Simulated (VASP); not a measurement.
Here is a VASP 6.6.1 calculation.

Contents of INCAR:

```
PREC     = Accurate       # precision mode
ENCUT    = 520            # plane-wave cutoff, eV
EDIFF    = 1E-7           # SCF threshold, eV
ISMEAR   = -1             # smearing method
SIGMA    = 0.1            # smearing width, eV
LREAL    = F              # projectors in reciprocal space
LASPH    = T              # aspherical terms in the spheres
NELM     = 60             # most SCF steps
ALGO     = Normal         # electronic algorithm
ISIF     = 2              # what is computed and relaxed
LWAVE    = F              # write WAVECAR
LCHARG   = T              # write CHGCAR
GGA      = RP             # functional
LELF     = T              # ELF
LVHAR    = T            
NBANDS   = 12             # bands
```

KPOINTS

```
Automatic mesh
0
Gamma
  22 22 22
```

The input POSCAR:

```
Nb
1.0
   -1.7284629554      1.7284629554      1.7284629554
    1.7284629554     -1.7284629554      1.7284629554
    1.7284629554      1.7284629554     -1.7284629554
Nb
1
Direct
    0.0000000000      0.0000000000      0.0000000000
```

Potentials or basis: VASP PAW PBE potentials, release 64 (Nb_sv).

The run is started by

```console
$ cat potpaw_PBE.64/Nb_sv/POTCAR > POTCAR
$ mpirun -np 1 vasp_std > vasp.out
```

Problem. Estimate the pressure.

Solution. -14.9 GPa.

Caveat: the PAW data sets were made with another functional, which shifts forces and pressure a little.
